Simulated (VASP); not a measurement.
A run of VASP 6.6.1 is set up as follows.

The input INCAR:

```
SYSTEM = CoTeH
PREC = Accurate
ENCUT = 600
EDIFF = 1E-6
ISMEAR = 0
SIGMA = 0.1
LREAL = .FALSE.
LASPH = .TRUE.
NELM = 100
ALGO = Normal
ISIF = 3
LWAVE = .FALSE.
LCHARG = .FALSE.
GGA = PE
IBRION = 2
NSW = 100
EDIFFG = -0.01
```

Contents of KPOINTS:

```
Automatic mesh
0
G
  14 14 14
  0 0 0
```

Contents of POSCAR:

```
CoTeH
1.0
    3.4840625864      0.0000000000      0.0000000000
    0.0000000000      3.4840625864      0.0000000000
    0.0000000000      0.0000000000      3.2273577145
Co Te H
1 1 1
Direct
    0.5000000000      0.5000000000      0.5000000000
    0.0000000000      0.0000000000      0.0000000000
    0.5000000000      0.5000000000      0.0000000000
```

Potentials or basis: VASP PAW PBE potentials, release 64 (Co, Te, H).

The run is started by

```console
$ cat potpaw_PBE.64/Co/POTCAR potpaw_PBE.64/Te/POTCAR potpaw_PBE.64/H/POTCAR > POTCAR
$ mpirun -np 1 vasp_std > vasp.out
```

Q: What does it give for the relaxed cell?

A: a = 3.489 Å, b = 3.489 Å, c = 3.211 Å, α = 90.00°, β = 90.00°, γ = 90.00°.

Q: What does it give for the space group after relaxing (to 0.05 Å)?

A: P4/mmm (No. 123).

Q: Predict the band gap on the k mesh.

A: Zero (band 8 reaches 11.35 eV, above the bottom of band 9 at 8.82 eV).

The path:
```
step  energy change (eV)  largest force (eV/Å)  pressure (GPa)  volume (Å³)
   1              0.0000                0.0000           -0.47        39.18
   2             -0.0005                0.0000            0.11        38.96
   3             -0.0005                0.0000            0.24        38.97
   4             -0.0005                0.0000            0.13        39.00
   5             -0.0006                0.0000            0.09        39.04
   6             -0.0006                0.0000            0.06        39.09
```

Caveat: spin-orbit coupling is left out, which moves the levels of the heavy elements. Spin polarisation is off, so any magnetic state and its effect on volume and gap are missing.
